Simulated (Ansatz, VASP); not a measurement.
MgO in VASP and in Ansatz

File INCAR:

```
SYSTEM = MgO
ALGO = Normal
EDIFF = 1E-6
ENCUT = 520
GGA = PE
ISIF = 2
ISMEAR = 0
LASPH = .TRUE.
LCHARG = .TRUE.
LELF = .TRUE.
LREAL = .FALSE.
LVHAR = .TRUE.
LWAVE = .FALSE.
NBANDS = 11
NELM = 80
PREC = Accurate
SIGMA = 0.05
```

The input KPOINTS:

```
k-points
0
G
  10 10 10
  0 0 0
```

File POSCAR:

```
MgO
1.0
    0.0000000000      2.1555163298      2.1555163298
    2.1555163298      0.0000000000      2.1555163298
    2.1555163298      2.1555163298      0.0000000000
Mg O
1 1
Direct
    0.0000000000      0.0000000000      0.0000000000
    0.5000000000      0.5000000000      0.5000000000
```

Input for Ansatz:

```yaml
crystal:
  lattice:
    - [0.0, 2.1555163298, 2.1555163298]
    - [2.1555163298, 0.0, 2.1555163298]
    - [2.1555163298, 2.1555163298, 0.0]
  atoms:
    - { symbol: Mg, position: [0.0, 0.0, 0.0] }
    - { symbol: O, position: [0.5, 0.5, 0.5] }
basis:
  ecutwfc: 420
  ecutrho_ratio: 4
kpoints:
  mp_grid: { grid: [10, 10, 10] }
hamiltonian:
  xc: pbe
scf:
  occupations: { method: gaussian, width: 0.05 }
output:
  forces: true
  stress: true
  eigenvalues: true
```

Alike in both runs: task single point; functional PBE; k mesh 10 × 10 × 10; occupations gaussian, width 0.05 eV; no spin polarisation.

|  | VASP | Ansatz |
| --- | --- | --- |
| version | VASP 6.6.1 | Ansatz 0.2.0 |
| potentials or method | VASP PAW PBE potentials, release 64 (Mg, O), cutoff 520 eV | scalar-relativistic, plane waves, PAW |
| valence electrons in the cell | 8 | 16 |

Ansatz gave:

* gap on the k mesh at the Fermi level (eV): 4.10
* least direct gap on the mesh (eV): 4.10
* pressure (GPa): -5.5

Problem. Estimate VASP's values.

Solution. gap on the k mesh at the Fermi level (eV): 4.08; least direct gap on the mesh (eV): 4.08; pressure (GPa): -6.3.

VASP's potentials hold 8 valence electrons a cell and Ansatz's 16, so a difference there can come from the potentials and not from the codes.
